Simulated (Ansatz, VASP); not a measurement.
**AgAs: VASP beside Ansatz**

Contents of INCAR:

```
  ALGO = Normal
  EDIFF = 1E-7
  ENCUT = 520
  GGA = PE
  ISIF = 2
  ISMEAR = 0
  LASPH = T
  LCHARG = T
  LELF = T
  LREAL = F
  LVHAR = T
  LWAVE = F
  NBANDS = 24
  NELM = 60
  PREC = Accurate
  SIGMA = 0.1
```

The input KPOINTS:

```
k-points
0
Gamma
  6 6 4
```

Contents of POSCAR:

```
AgAs
1.0
    3.8678550030      0.0000000000      0.0000000000
   -1.9339275014      3.3496606907      0.0000000000
    0.0000000000      0.0000000000      6.1942364033
Ag As
2 2
Direct
    0.3333333333      0.6666666667      0.0000000000
    0.6666666667      0.3333333333      0.5000000000
    0.3333333333      0.6666666667      0.3821000000
    0.6666666667      0.3333333333      0.8821000000
```

Input for Ansatz:

```yaml
crystal:
  lattice:
    - [3.867855003, 0.0, 0.0]
    - [-1.9339275014, 3.3496606907, 0.0]
    - [0.0, 0.0, 6.1942364033]
  atoms:
    - { symbol: Ag, position: [0.3333333333, 0.6666666667, 0.0] }
    - { symbol: Ag, position: [0.6666666667, 0.3333333333, 0.5] }
    - { symbol: As, position: [0.3333333333, 0.6666666667, 0.3821] }
    - { symbol: As, position: [0.6666666667, 0.3333333333, 0.8821] }
basis:
  ecutwfc: 420
kpoints:
  mp_grid: { grid: [6, 6, 4] }
hamiltonian:
  xc: pbe
scf:
  occupations: { method: gaussian, width: 0.1 }
  lower_state_search: "off"
output:
  forces: true
  stress: true
  eigenvalues: true
```

Alike in both runs: task single point; functional PBE; k mesh 6 × 6 × 4; occupations gaussian, width 0.1 eV; no spin polarisation.

```csv
,VASP,Ansatz
version,VASP 6.6.1,Ansatz 0.2.0
potentials or method,"VASP PAW PBE potentials, release 64 (Ag, As), cutoff 520 eV","scalar-relativistic, plane waves, PAW"
valence electrons in the cell,32,68
```

```csv
,VASP,Ansatz,Ansatz less VASP
gap on the k mesh at the Fermi level (eV),none,none,-
pressure (GPa),24.6,24.7,+0.03
"traceless stress, the component that is largest in VASP (GPa)",-2.44,-2.44,+0.007
rms of the force components (eV/Å),0.008,0.007,-0.0018
```

Atom by atom the forces differ by 0.002 eV/Å (rms over components). A gap of «none» marks a metal or a gap that the smearing closes. VASP's potentials hold 32 valence electrons a cell and Ansatz's 68, so a difference there can come from the potentials and not from the codes.
